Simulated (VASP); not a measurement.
# Al in VASP: single point with PBEsol

Aim: the single point of Al with PBEsol.

All numbers are computed with VASP 6.6.1; they aren't measurements. Logs are shortened: lines on timing, memory, paths and dates and some standing lists are left out, and cuts for length are marked.

## Step 1: The cell of the first run

The cell holds a slab with vacuum, 11 atoms: a = 4.014 Å, b = 2.839 Å, c = 30.193 Å, α = 90.00°, β = 90.00°, γ = 90.00°.

## Step 2: Single point, PBEsol

INCAR reads:

```
SYSTEM = Al
PREC = Accurate
ENCUT = 520
EDIFF = 1E-7
ISMEAR = 1
SIGMA = 0.1
LREAL = .FALSE.
LASPH = .TRUE.
NELM = 60
ALGO = Normal
ISIF = 2
LWAVE = .FALSE.
LCHARG = .TRUE.
LDIPOL = .TRUE.
IDIPOL = 3
DIPOL = 0.5 0.5 0.500
GGA = PS
LELF = .TRUE.
LVHAR = .TRUE.
LVACPOTAV = .TRUE.
NBANDS = 28
```

KPOINTS reads:

```
Automatic mesh
0
G
  14 19 1
  0 0 0
```

POSCAR reads:

```
Al
1.0
    4.0144529650      0.0000000000      0.0000000000
    0.0000000000      2.8386469140      0.0000000000
    0.0000000000      0.0000000000     30.1932345700
Al
11
Direct
    0.0000000000      0.0000000000      0.2649600188
    0.5000000000      0.5000000000      0.3119680151
    0.0000000000      0.0000000000      0.3589760113
    0.5000000000      0.5000000000      0.4059840075
    0.0000000000      0.0000000000      0.4529920038
    0.5000000000      0.5000000000      0.5000000000
    0.0000000000      0.0000000000      0.5470079962
    0.5000000000      0.5000000000      0.5940159925
    0.0000000000      0.0000000000      0.6410239887
    0.5000000000      0.5000000000      0.6880319849
    0.0000000000      0.0000000000      0.7350399812
```

Potentials or basis: VASP PAW PBE potentials, release 64 (Al).

Run with:

```console
> cat potpaw_PBE.64/Al/POTCAR > POTCAR
> mpirun -np 1 vasp_std > vasp.out
```

OUTCAR:

```text
SYSTEM = Al
   PREC = Accurate
   ENCUT = 520
   EDIFF = 1E-7
   ISMEAR = 1
   LREAL = .FALSE.
   LASPH = .TRUE.
   NELM = 60
   ISIF = 2
   GGA = PS

 ion  position               nearest neighbor table
   1  0.000  0.000  0.265-   3 2.84   2 2.84   2 2.84   2 2.84   2 2.84
   2  0.500  0.500  0.312-   4 2.84   3 2.84   3 2.84   3 2.84   3 2.84   1 2.84   1 2.84   1 2.84
                             1 2.84
   3  0.000  0.000  0.359-   2 2.84   4 2.84   2 2.84   4 2.84   2 2.84   4 2.84   2 2.84   4 2.84
                             5 2.84   1 2.84
   4  0.500  0.500  0.406-   2 2.84   3 2.84   3 2.84   3 2.84   3 2.84   6 2.84   5 2.84   5 2.84
                             5 2.84   5 2.84
   5  0.000  0.000  0.453-   7 2.84   6 2.84   6 2.84   6 2.84   6 2.84   3 2.84   4 2.84   4 2.84
                             4 2.84   4 2.84
   6  0.500  0.500  0.500-   5 2.84   7 2.84   5 2.84   7 2.84   5 2.84   7 2.84   5 2.84   7 2.84
                             4 2.84   8 2.84
   7  0.000  0.000  0.547-   5 2.84   6 2.84   6 2.84   6 2.84   6 2.84   9 2.84   8 2.84   8 2.84
                             8 2.84   8 2.84
   8  0.500  0.500  0.594-  10 2.84   9 2.84   9 2.84   9 2.84   9 2.84   6 2.84   7 2.84   7 2.84
                             7 2.84   7 2.84
   9  0.000  0.000  0.641-   8 2.84  10 2.84   8 2.84  10 2.84   8 2.84  10 2.84   8 2.84  10 2.84
                             7 2.84  11 2.84
  10  0.500  0.500  0.688-   8 2.84   9 2.84   9 2.84   9 2.84   9 2.84  11 2.84  11 2.84  11 2.84
                            11 2.84
  11  0.000  0.000  0.735-   9 2.84  10 2.84  10 2.84  10 2.84  10 2.84

  LATTYP: Found a simple orthorhombic cell.
 ALAT       =     2.8386469140
 B/A-ratio  =     1.4142135625
 C/A-ratio  =    10.6364882582

  Lattice vectors:

 A1 = (   0.0000000000,  -2.8386469140,   0.0000000000)
 A2 = (   4.0144529650,   0.0000000000,   0.0000000000)
 A3 = (   0.0000000000,   0.0000000000,  30.1932345700)

Analysis of symmetry for initial positions (statically):
=====================================================================
 Subroutine PRICEL returns:
 Original cell was already a primitive cell.

 Routine SETGRP: Setting up the symmetry group for a
 simple orthorhombic supercell.

 Subroutine GETGRP returns: Found  8 space group operations
 (whereof  8 operations were pure point group operations)
 out of a pool of  8 trial point group operations.

The static configuration has the point symmetry D_2h.

Analysis of symmetry for dynamics (positions and initial velocities):
=====================================================================
 Subroutine PRICEL returns:
 Original cell was already a primitive cell.

 Routine SETGRP: Setting up the symmetry group for a
 simple orthorhombic supercell.

 Subroutine GETGRP returns: Found  8 space group operations
 (whereof  8 operations were pure point group operations)
 out of a pool of  8 trial point group operations.

The dynamic configuration has the point symmetry D_2h.

 Subroutine INISYM returns: Found  8 space group operations
 (whereof  8 operations are pure point group operations),
 and found     1 'primitive' translations

----------------------------------------------------------------------------------------

                                     Primitive cell

  volume of cell :     344.0705

  direct lattice vectors                    reciprocal lattice vectors
     4.014452965  0.000000000  0.000000000     0.249099942  0.000000000  0.000000000
     0.000000000  2.838646914  0.000000000     0.000000000  0.352280516  0.000000000
     0.000000000  0.000000000 30.193234570     0.000000000  0.000000000  0.033120002

  length of vectors
     4.014452965  2.838646914 30.193234570     0.249099942  0.352280516  0.033120002

  position of ions in fractional coordinates (direct lattice)
     0.000000000  0.000000000  0.264960019
     0.500000000  0.500000000  0.311968015
     0.000000000  0.000000000  0.358976011
     0.500000000  0.500000000  0.405984008
     0.000000000  0.000000000  0.452992004
     0.500000000  0.500000000  0.500000000
     0.000000000  0.000000000  0.547007996
     0.500000000  0.500000000  0.594015992
     0.000000000  0.000000000  0.641023989
     0.500000000  0.500000000  0.688031985
     0.000000000  0.000000000  0.735039981

  ion indices of the primitive-cell ions
   primitive index   ion index
                 1           1
                 2           2
                 3           3
                 4           4
                 5           5
                 6           6
                 7           7
                 8           8
                 9           9
                10          10
                11          11

----------------------------------------------------------------------------------------

 KPOINTS: Automatic mesh

Automatic generation of k-mesh.
 Grid dimensions read from file:
 generate k-points for:   14   19    1

 Generating k-lattice:

  Cartesian coordinates                     Fractional coordinates (reciprocal lattice)
     0.017792853  0.000000000  0.000000000     0.071428571  0.000000000  0.000000000
     0.000000000  0.018541080  0.000000000     0.000000000  0.052631579  0.000000000
     0.000000000  0.000000000  0.033120002     0.000000000  0.000000000  1.000000000

  Length of vectors
     0.017792853  0.018541080  0.033120002

  Shift w.r.t. Gamma in fractional coordinates (k-lattice)
     0.000000000  0.000000000  0.000000000

 Subroutine IBZKPT returns following result:
 ===========================================

 Found     80 irreducible k-points:

 Following reciprocal coordinates:
            Coordinates               Weight
  0.000000  0.000000  0.000000      1.000000
  0.071429  0.000000  0.000000      2.000000
  0.142857  0.000000  0.000000      2.000000
  0.214286  0.000000  0.000000      2.000000
  0.285714  0.000000  0.000000      2.000000
  0.357143  0.000000  0.000000      2.000000
[... 16 lines left out ...]
  0.428571  0.105263  0.000000      4.000000
  0.500000  0.105263  0.000000      2.000000
 [... further k-points ...]
   k-points           NKPTS =     80   k-points in BZ     NKDIM =     80   number of bands    NBANDS=     28
   number of dos      NEDOS =    301   number of ions     NIONS =     11
   total plane-waves  NPLWV = 172800
   dimension x,y,z NGX =    30 NGY =   24 NGZ =  240
   dimension x,y,z NGXF=    60 NGYF=   48 NGZF=  480
   ions per type =              11
   NGX,Y,Z   is equivalent  to a cutoff of  12.42, 14.06, 13.21 a.u.
   NGXF,Y,Z  is equivalent  to a cutoff of  24.85, 28.11, 26.43 a.u.
 SYSTEM =  Al
   PREC   = accura    normal or accurate (medium, high low for compatibility)
   ISTART =      0    job   : 0-new  1-cont  2-samecut
   ICHARG =      2    charge: 1-file 2-atom 10-const
   ISPIN  =      1    spin polarized calculation?
   LNONCOLLINEAR =      F non collinear calculations
   LSORBIT =      F    spin-orbit coupling
   LASPH  =      T    aspherical Exc in radial PAW
   ENCUT  =  520.0 eV  38.22 Ry    6.18 a.u.   7.46  5.28 56.14*2*pi/ulx,y,z
   NELM   =     60;   NELMIN=  2; NELMDL= -5     # of ELM steps
   EDIFF  = 0.1E-06   stopping-criterion for ELM
   LREAL  =      F    real-space projection
   EDIFFG = 0.1E-05   stopping-criterion for IOM
   NSW    =      0    number of steps for IOM
   IBRION =     -1    ionic relax: 0-MD 1-quasi-New 2-CG
   NFREE  =      0    steps in history (QN), initial steepest desc. (CG)
   ISIF   =      2    stress and relaxation
   ISYM   =      2    0-nonsym 1-usesym 2-fastsym
   POTIM  = 0.5000    time-step for ionic-motion
   TEBEG  =    0.0;   TEEND  =   0.0 temperature during run
   PSTRESS=    0.0 pullay stress
   NELECT =      33.0000    total number of electrons
   NUPDOWN=      -1.0000    fix difference up-down
   EMIN   =  10.00;   EMAX   =-10.00  energy-range for DOS
   EFERMI =   0.00;   METHOD = LEGACY
   ISMEAR =     1;   SIGMA  =   0.10  broadening in eV -4-tet -1-fermi 0-gaus
   EFERMI_NEDOS =   21; number of points for ismear=-14 and -15
   IALGO  =     38    algorithm
   IMIX   =      4    mixing-type and parameters
     AMIX     =   0.40;   BMIX     =  1.00
     AMIX_MAG =   1.60;   BMIX_MAG =  1.00
  volume/ion in A,a.u.               =      31.28       211.08
  Fermi-wavevector in a.u.,A,eV,Ry     =   0.749371  1.416106  7.640450  0.561557
  Thomas-Fermi vector in A             =   1.845875
   LORBIT       =      0    0 simple, 1 ext, 2 COOP (PROOUT), +10 PAW based schemes
   GGA     = PS    functional components
   LHFCALC =     F    Hartree Fock is set to
   AEXX    =    0.0000 exact exchange contribution
   IVDW    =     0    specifies the selected vdW correction
   LEPSILON=     F    determine dielectric tensor
   LRPA    =     F    only Hartree local field effects (RPA)
 non-spin polarized calculation
 Methfessel and Paxton  Order N= 1 SIGMA  =   0.10
  energy-cutoff  :      520.00
  volume of cell :      344.07
 maximum number of plane-waves:      9315
 NGX is ok and might be reduce to    30
   NGX = 15   NGY = 11   NGZ =113

 dipolmoment           0.000000      0.000000     -0.000000 electrons x Angstroem

 number of electron      33.0000000 magnetization

 dipolmoment           0.000000      0.000000      0.000000 electrons x Angstroem

 Free energy of the ion-electron system (eV)
  ---------------------------------------------------
  ext. energy  EPLUGINS =         0.00000000
  ---------------------------------------------------
  free energy    TOTEN  =       -43.32593139 eV

  energy without entropy =      -43.32443976  energy(sigma->0) =      -43.32543418

 E-fermi :   2.3101     XC(G=0):  -6.0399

 val. band max:        2.3040991304   @ k =   0.5000   0.0526   0.0000
 cond. band min:       2.3108733275   @ k =   0.2857   0.1053   0.0000
 fundamental gap:      0.0067741971
 Fermi energy:         2.3101118541

 k-point     1 :       0.0000    0.0000    0.0000
  band No.  band energies     occupation
      1      -8.8236      2.00000
      2      -8.3943      2.00000
      3      -7.7072      2.00000
      4      -6.7584      2.00000
      5      -5.5867      2.00000
      6      -4.2229      2.00000
[... 20 lines left out ...]
     27       6.8845      0.00000
[... 691 lines left out ...]
      6      -5.1803      2.00000
[... 20 lines left out ...]
     27       8.2310      0.00000
     28       8.4263      0.00000

 [... further k-points ...]
[... 5 lines left out ...]
  --------------------------------------------------------------------------------------
  -------------------------------------------------------------------------------------
  Total       -0.8324050     -2.6980314     -0.7202847      0.0000000      0.0000000      0.0000000
  in kB       -3.8761256    -12.5634868     -3.3540336      0.0000000      0.0000000      0.0000000
  external PRESSURE =      -6.5978820 kB  Pullay stress =       0.0000000 kB

 VOLUME and BASIS-vectors are now :
 -----------------------------------------------------------------------------
  energy-cutoff  :      520.00
  volume of cell :      344.07
      direct lattice vectors                 reciprocal lattice vectors
     4.014452965  0.000000000  0.000000000     0.249099942  0.000000000  0.000000000
     0.000000000  2.838646914  0.000000000     0.000000000  0.352280516  0.000000000
     0.000000000  0.000000000 30.193234570     0.000000000  0.000000000  0.033120002

 POSITION                                       TOTAL-FORCE (eV/Angst)
 -----------------------------------------------------------------------------------
      0.00000      0.00000      8.00000         0.000000     -0.000000      0.232460
      2.00723      1.41932      9.41932         0.000000     -0.000000     -0.194964
      0.00000      0.00000     10.83865         0.000000      0.000000      0.021230
      2.00723      1.41932     12.25797         0.000000      0.000000     -0.068940
      0.00000      0.00000     13.67729         0.000000      0.000000     -0.057111
      2.00723      1.41932     15.09662         0.000000      0.000000      0.000000
      0.00000      0.00000     16.51594         0.000000      0.000000      0.057111
      2.00723      1.41932     17.93526         0.000000     -0.000000      0.068940
      0.00000      0.00000     19.35459         0.000000      0.000000     -0.021230
      2.00723      1.41932     20.77391         0.000000      0.000000      0.194964
      0.00000      0.00000     22.19323         0.000000      0.000000     -0.232460
 -----------------------------------------------------------------------------------
    total drift:                               -0.000000      0.000000      0.000000

  FREE ENERGIE OF THE ION-ELECTRON SYSTEM (eV)
  ---------------------------------------------------
  free  energy   TOTEN  =       -43.3259313917 eV

  energy  without entropy=      -43.3244397619  energy(sigma->0) =      -43.32543418

 vacuum level on the upper side and lower side of the slab         6.380         6.380
```

It took 20 min on 1 thread of Intel Xeon Platinum 8559C (Emerald Rapids), shared host; peak memory 0.74 GiB.

Results:

```yaml
Free_energy: -43.3259 eV
Largest_force: 0.232 eV/Å
Band_gap_on_the_k_mesh: zero (an odd number of electrons rules out a gap without spin polarisation)
```

Forces on the atoms (eV/Å):
```
Al   0.000  0.000  0.232
Al   0.000  0.000 -0.195
Al   0.000  0.000  0.021
Al   0.000  0.000 -0.069
Al   0.000  0.000 -0.057
Al   0.000  0.000  0.000
Al   0.000  0.000  0.057
Al   0.000  0.000  0.069
Al   0.000  0.000 -0.021
Al   0.000  0.000  0.195
Al   0.000  0.000 -0.232
```

Caveat: the PAW data sets were made with another functional, which shifts forces and pressure a little.
